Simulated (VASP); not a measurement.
# TaN (P-62m) in VASP: notebook, part 2 of 2

VASP 6.6.1. Earlier steps stand in the parts before.

**5. Single point, PBEsol (uniaxial strain along c: -2.0 %)**

INCAR

```
SYSTEM = TaN
ALGO = Normal
EDIFF = 1E-6
ENCUT = 520
GGA = PS
ISIF = 2
ISMEAR = 0
LASPH = .True.
LCHARG = .False.
LREAL = .False.
LWAVE = .False.
NBANDS = 33
NELM = 60
PREC = Accurate
SIGMA = 0.1
```

KPOINTS

```
k-points
0
Gamma
  12 12 12
  0 0 0
```

POSCAR

```
TaN
1.0
    5.2048154738      0.0000000000      0.0000000000
   -2.6024077369      4.5075024223      0.0000000000
    0.0000000000      0.0000000000      2.8380773319
Ta N
3 3
Direct
    0.3333333321      0.6666666663      0.5000000000
    0.6666666663      0.3333333321      0.5000000000
    0.0000000015      0.0000000015      0.0000000000
    0.3929140879     -0.0000000006      0.0000000000
    0.6070859129      0.6070859129      0.0000000000
   -0.0000000006      0.3929140879      0.0000000000
```

Potentials or basis: VASP PAW PBE potentials, release 64 (Ta_pv, N).

Launch:

```
$ cat potpaw_PBE.64/Ta_pv/POTCAR potpaw_PBE.64/N/POTCAR > POTCAR
$ mpirun -np 1 vasp_std > vasp.out
```

OUTCAR:

```text
SYSTEM = TaN
   EDIFF = 1E-6
   ENCUT = 520
   GGA = PS
   ISIF = 2
   ISMEAR = 0
   LASPH = .True.
   LREAL = .False.
   NELM = 60
   PREC = Accurate

 ion  position               nearest neighbor table
   1  0.333  0.667  0.500-   4 2.14   4 2.14   6 2.14   6 2.14   5 2.14   5 2.14   2 3.01   2 3.01
                             2 3.01   3 3.32   3 3.32   3 3.32   3 3.32   3 3.32   3 3.32
   2  0.667  0.333  0.500-   6 2.14   6 2.14   4 2.14   4 2.14   5 2.14   5 2.14   1 3.01   1 3.01
                             1 3.01   3 3.32   3 3.32   3 3.32   3 3.32   3 3.32   3 3.32
   3  0.000  0.000  0.000-   6 2.05   4 2.05   5 2.05   1 3.32   1 3.32   2 3.32   2 3.32   2 3.32
                             2 3.32   1 3.32   1 3.32   2 3.32   2 3.32   1 3.32   1 3.32
   4  0.393  1.000  0.000-   3 2.05   1 2.14   1 2.14   2 2.14   2 2.14
   5  0.607  0.607  0.000-   3 2.05   2 2.14   2 2.14   1 2.14   1 2.14
   6  1.000  0.393  0.000-   3 2.05   2 2.14   2 2.14   1 2.14   1 2.14

  LATTYP: Found a hexagonal cell.
 ALAT       =     5.2048154738
 C/A-ratio  =     0.5452791451

  Lattice vectors:

 A1 = (   5.2048154738,   0.0000000000,   0.0000000000)
 A2 = (  -2.6024077369,   4.5075024223,   0.0000000000)
 A3 = (   0.0000000000,   0.0000000000,   2.8380773319)

Analysis of symmetry for initial positions (statically):
=====================================================================
 Subroutine PRICEL returns:
 Original cell was already a primitive cell.

 Routine SETGRP: Setting up the symmetry group for a
 hexagonal supercell.

 Subroutine GETGRP returns: Found 12 space group operations
 (whereof 12 operations were pure point group operations)
 out of a pool of 24 trial point group operations.

The static configuration has the point symmetry D_3h.

Analysis of symmetry for dynamics (positions and initial velocities):
=====================================================================
 Subroutine PRICEL returns:
 Original cell was already a primitive cell.

 Routine SETGRP: Setting up the symmetry group for a
 hexagonal supercell.

 Subroutine GETGRP returns: Found 12 space group operations
[... 136 lines left out ...]
   GGA     = PS    functional components
   LHFCALC =     F    Hartree Fock is set to
   AEXX    =    0.0000 exact exchange contribution
   IVDW    =     0    specifies the selected vdW correction
   LEPSILON=     F    determine dielectric tensor
   LRPA    =     F    only Hartree local field effects (RPA)
 non-spin polarized calculation
 Gauss-broadening in eV      SIGMA  =   0.10
  energy-cutoff  :      520.00
  volume of cell :       66.58
 maximum number of plane-waves:      1834
 NGX is ok and might be reduce to    40
   NGX = 19   NGY = 19   NGZ = 11

 number of electron      47.9999999 magnetization

 Free energy of the ion-electron system (eV)
  ---------------------------------------------------
  ext. energy  EPLUGINS =         0.00000000
  ---------------------------------------------------
  free energy    TOTEN  =       -71.39232322 eV

  energy without entropy =      -71.38983290  energy(sigma->0) =      -71.39107806

 E-fermi :   8.5253     XC(G=0): -13.2749

 val. band max:        8.5214114502   @ k =   0.2500  -0.0000   0.4167
 cond. band min:       8.5655216449   @ k =   0.1667  -0.0000   0.3333
 fundamental gap:      0.0441101948
 Fermi energy:         8.5253060316

 k-point     1 :       0.0000    0.0000    0.0000
  band No.  band energies     occupation
      1     -27.7589      2.00000
      2     -27.7589      2.00000
      3     -27.3967      2.00000
      4     -27.3967      2.00000
      5     -27.1266      2.00000
      6     -27.0192      2.00000
[... 853 lines left out ...]
     32      12.2071      0.00000
     33      12.4356      0.00000

 [... further k-points ...]

------------------------ aborting loop because EDIFF is reached ----------------------------------------

  FORCE on cell =-STRESS in cart. coord.  units (eV):
  Direction    XX          YY          ZZ          XY          YZ          ZX
  --------------------------------------------------------------------------------------
  -------------------------------------------------------------------------------------
  Total        0.2308479      0.2308479      5.7613705      0.0000000      0.0000000     -0.0000000
  in kB        5.5548337      5.5548337    138.6343521      0.0000000      0.0000000     -0.0000000
  external PRESSURE =      49.9146732 kB  Pullay stress =       0.0000000 kB

 VOLUME and BASIS-vectors are now :
 -----------------------------------------------------------------------------
  energy-cutoff  :      520.00
  volume of cell :       66.58
      direct lattice vectors                 reciprocal lattice vectors
     5.204815474  0.000000000  0.000000000     0.192129770  0.110926174  0.000000000
    -2.602407737  4.507502422  0.000000000     0.000000000  0.221852349  0.000000000
     0.000000000  0.000000000  2.838077332     0.000000000  0.000000000  0.352351216

 POSITION                                       TOTAL-FORCE (eV/Angst)
 -----------------------------------------------------------------------------------
     -0.00000      3.00500      1.41904        -0.000000     -0.000000     -0.000000
      2.60241      1.50250      1.41904        -0.000000      0.000000     -0.000000
      0.00000      0.00000      0.00000        -0.000000     -0.000000     -0.000000
     -0.55736      4.50750      0.00000        -0.047968      0.000000      0.000000
      1.57989      2.73644      0.00000         0.023984      0.041541     -0.000000
      4.18229      1.77106      0.00000         0.023984     -0.041541     -0.000000
 -----------------------------------------------------------------------------------
    total drift:                               -0.000002     -0.000003      0.000000

  FREE ENERGIE OF THE ION-ELECTRON SYSTEM (eV)
  ---------------------------------------------------
  free  energy   TOTEN  =       -71.3923232198 eV

  energy  without entropy=      -71.3898329041  energy(sigma->0) =      -71.39107806
```

stdout:

```text
POSCAR found type information on POSCAR TaN
 POSCAR found :  2 types and       6 ions
 scaLAPACK will be used
 -----------------------------------------------------------------------------
|                                                                             |
|                                                                             |
|     You enforced a specific xc type in the INCAR file but a different       |
|     I HOPE YOU KNOW WHAT YOU ARE DOING!                                     |
|                                                                             |
 -----------------------------------------------------------------------------

 LDA part: xc-table for (Slater+PW92), standard interpolation
 POSCAR, INCAR and KPOINTS ok, starting setup
 FFT: planning ... GRIDC
 FFT: planning ... GRID_SOFT
 FFT: planning ... GRID
 WAVECAR not read
 entering main loop
```

Wall time 2.7 min (1 thread of AMD EPYC 9R45 (Zen 5), shared host); peak memory 0.32 GiB.

What came out:

```
Free energy            : -71.3923 eV
Pressure               : 5.0 GPa
Largest force          : 0.048 eV/Å
Band gap on the k mesh : zero (bands 24 and 25 overlap by 3.15 eV)
```

Forces in eV/Å, atoms in the order of the input:
```
Ta   0.000  0.000  0.000
Ta   0.000  0.000  0.000
Ta   0.000  0.000  0.000
N   -0.048  0.000  0.000
N    0.024  0.042  0.000
N    0.024 -0.042  0.000
```

Caveat: the cell differs from its parent crystal (uniaxial strain along c: -2.0 %); the cell stands under pressure; the PAW data sets were made with another functional, which shifts forces and pressure a little; spin-orbit coupling is left out, which moves the levels of the heavy elements.

**6. Single point, PBEsol (uniaxial strain along c: -1.0 %, then relaxed in part)**

INCAR

```
  PREC = Accurate
  ENCUT = 520
  EDIFF = 1E-7
  ISMEAR = 0
  SIGMA = 0.1
  LREAL = F
  LASPH = T
  NELM = 60
  ALGO = Normal
  ISIF = 2
  LWAVE = F
  LCHARG = F
  GGA = PS
  NBANDS = 33
```

KPOINTS

```
Automatic mesh
0
Gamma
  12 12 12
```

POSCAR, as its differences from that of step 5:

```diff
@@ -2,5 +2,5 @@
 1.0
-    5.2048154738      0.0000000000      0.0000000000
-   -2.6024077369      4.5075024223      0.0000000000
-    0.0000000000      0.0000000000      2.8380773319
+    5.1909116387      0.0000000000      0.0000000000
+   -2.5954558193      4.4954613479      0.0000000000
+    0.0000000000      0.0000000000      2.8670373047
 Ta N
```

Potentials or basis: VASP PAW PBE potentials, release 64 (Ta_pv, N).

Launch:

```
$ cat potpaw_PBE.64/Ta_pv/POTCAR potpaw_PBE.64/N/POTCAR > POTCAR
$ mpirun -np 1 vasp_std > vasp.out
```

OUTCAR:

```text
PREC = Accurate
   ENCUT = 520
   EDIFF = 1E-7
   ISMEAR = 0
   LREAL = F
   LASPH = T
   NELM = 60
   ISIF = 2
   GGA = PS

 ion  position               nearest neighbor table
   1  0.333  0.667  0.500-   4 2.15   4 2.15   6 2.15   6 2.15   5 2.15   5 2.15   2 3.00   2 3.00
                             2 3.00   3 3.32   3 3.32   3 3.32   3 3.32   3 3.32   3 3.32
   2  0.667  0.333  0.500-   6 2.15   6 2.15   4 2.15   4 2.15   5 2.15   5 2.15   1 3.00   1 3.00
                             1 3.00   3 3.32   3 3.32   3 3.32   3 3.32   3 3.32   3 3.32
   3  0.000  0.000  0.000-   6 2.04   4 2.04   5 2.04   1 3.32   1 3.32   2 3.32   2 3.32   2 3.32
                             1 3.32   1 3.32   2 3.32   2 3.32   2 3.32   1 3.32   1 3.32
   4  0.393  1.000  0.000-   3 2.04   1 2.15   1 2.15   2 2.15   2 2.15
   5  0.607  0.607  0.000-   3 2.04   2 2.15   2 2.15   1 2.15   1 2.15
   6  1.000  0.393  0.000-   3 2.04   2 2.15   2 2.15   1 2.15   1 2.15

  LATTYP: Found a hexagonal cell.
 ALAT       =     5.1909116387
 C/A-ratio  =     0.5523186493

  Lattice vectors:

 A1 = (   5.1909116387,   0.0000000000,   0.0000000000)
 A2 = (  -2.5954558193,   4.4954613479,   0.0000000000)
 A3 = (   0.0000000000,   0.0000000000,   2.8670373047)

Analysis of symmetry for initial positions (statically):
[... 190 lines left out ...]
  band No.  band energies     occupation
      1     -27.8120      2.00000
      2     -27.8120      2.00000
      3     -27.4487      2.00000
      4     -27.4487      2.00000
      5     -27.2200      2.00000
      6     -27.1097      2.00000
[... 853 lines left out ...]
     32      12.1278      0.00000
     33      12.3442      0.00000

 [... further k-points ...]

------------------------ aborting loop because EDIFF is reached ----------------------------------------

  FORCE on cell =-STRESS in cart. coord.  units (eV):
  Direction    XX          YY          ZZ          XY          YZ          ZX
  --------------------------------------------------------------------------------------
  -------------------------------------------------------------------------------------
  Total        0.3954640      0.3954640      2.9858969      0.0000000      0.0000000     -0.0000000
  in kB        9.4703562      9.4703562     71.5046258      0.0000000      0.0000000     -0.0000000
  external PRESSURE =      30.1484460 kB  Pullay stress =       0.0000000 kB

 VOLUME and BASIS-vectors are now :
 -----------------------------------------------------------------------------
  energy-cutoff  :      520.00
  volume of cell :       66.90
      direct lattice vectors                 reciprocal lattice vectors
     5.190911639  0.000000000  0.000000000     0.192644389  0.111223290  0.000000000
    -2.595455819  4.495461348  0.000000000     0.000000000  0.222446579  0.000000000
     0.000000000  0.000000000  2.867037305     0.000000000  0.000000000  0.348792113

 POSITION                                       TOTAL-FORCE (eV/Angst)
 -----------------------------------------------------------------------------------
     -0.00000      2.99697      1.43352        -0.000000      0.000000      0.000000
      2.59546      1.49849      1.43352        -0.000000      0.000000      0.000000
      0.00000      0.00000      0.00000        -0.000000      0.000000      0.000000
     -0.55587      4.49546      0.00000         0.007501      0.000000     -0.000000
      1.57566      2.72913      0.00000        -0.003751     -0.006496     -0.000000
      4.17112      1.76633      0.00000        -0.003751      0.006496      0.000000
 -----------------------------------------------------------------------------------
    total drift:                               -0.000002     -0.000003      0.000000

  FREE ENERGIE OF THE ION-ELECTRON SYSTEM (eV)
  ---------------------------------------------------
  free  energy   TOTEN  =       -71.4351823585 eV

  energy  without entropy=      -71.4326990649  energy(sigma->0) =      -71.43394071
```

OSZICAR:

```text
N       E                     dE             d eps       ncg     rms          rms(c)
DAV:   1     0.441601390365E+03    0.44160E+03   -0.26038E+04  8786   0.153E+03
DAV:   2    -0.516886586257E+02   -0.49329E+03   -0.47041E+03 10113   0.450E+02
DAV:   3    -0.799952600087E+02   -0.28307E+02   -0.27873E+02 10696   0.104E+02
DAV:   4    -0.805439767189E+02   -0.54872E+00   -0.54539E+00 10898   0.144E+01
DAV:   5    -0.805568975625E+02   -0.12921E-01   -0.12906E-01 11271   0.175E+00    0.454E+01
DAV:   6    -0.717342355768E+02    0.88227E+01   -0.43139E+01 11118   0.357E+01    0.193E+01
DAV:   7    -0.715210780230E+02    0.21316E+00   -0.20431E+00 10777   0.791E+00    0.110E+01
DAV:   8    -0.714506925594E+02    0.70385E-01   -0.34775E-01 10789   0.358E+00    0.964E-01
DAV:   9    -0.714361774473E+02    0.14515E-01   -0.37324E-02 11161   0.147E+00    0.371E-01
DAV:  10    -0.714354433449E+02    0.73410E-03   -0.11810E-02 10610   0.546E-01    0.196E-01
DAV:  11    -0.714352181965E+02    0.22515E-03   -0.22267E-03 10966   0.288E-01    0.445E-02
DAV:  12    -0.714351822098E+02    0.35987E-04   -0.19671E-04 10785   0.828E-02    0.159E-02
DAV:  13    -0.714351823351E+02   -0.12534E-06   -0.11882E-05 10589   0.200E-02    0.439E-03
DAV:  14    -0.714351823585E+02   -0.23364E-07   -0.52562E-07  9738   0.498E-03
   1 F= -.71435182E+02 E0= -.71433941E+02  d E =-.248329E-02
```

It took 3.1 min on 1 thread of AMD EPYC 9R45 (Zen 5), shared host; peak memory 0.32 GiB.

Results:

```
Free energy            : -71.4352 eV
Pressure               : 3.0 GPa
Largest force          : 0.008 eV/Å
Band gap on the k mesh : zero (bands 24 and 25 overlap by 3.18 eV)
```

Forces in eV/Å, atoms in the order of the input:
```
Ta   0.000  0.000  0.000
Ta   0.000  0.000  0.000
Ta   0.000  0.000  0.000
N    0.008  0.000  0.000
N   -0.004 -0.006  0.000
N   -0.004  0.006  0.000
```

Caveat: the cell differs from its parent crystal (uniaxial strain along c: -1.0 %, then relaxed in part); the cell stands under pressure; the PAW data sets were made with another functional, which shifts forces and pressure a little; spin-orbit coupling is left out, which moves the levels of the heavy elements.

**7. The runs side by side**

| cell | gap on the mesh (eV) | pressure (GPa) | largest force (eV/Å) |
| --- | --- | --- | --- |
| a = 5.215, b = 5.215, c = 2.809 Å, angles 90.0, 90.0, 120.0°, 6 atoms | none | 7.8 | - |
| a = 5.218, b = 5.218, c = 2.809 Å, angles 90.0, 90.0, 120.0°, 6 atoms | none | 7.3 | 0.05 |
| a = 5.203, b = 5.203, c = 2.838 Å, angles 90.0, 90.0, 120.0°, 6 atoms | none | 5.3 | 0.01 |
| a = 5.205, b = 5.205, c = 2.838 Å, angles 90.0, 90.0, 120.0°, 6 atoms | none | 5.0 | 0.05 |
| a = 5.191, b = 5.191, c = 2.867 Å, angles 90.0, 90.0, 120.0°, 6 atoms | none | 3.0 | 0.01 |

Alike in all rows: task single point; level PBEsol; potentials or basis VASP PAW PBE potentials, release 64 (Ta_pv, N); no spin polarisation; k mesh 12 × 12 × 12; cutoff (eV) 520; smearing gaussian 0.1 eV.

Caveats: the cell stands under pressure; the PAW data sets were made with another functional, which shifts forces and pressure a little; spin-orbit coupling is left out, which moves the levels of the heavy elements.

Absolute energies hang on the potentials; compare differences alone.
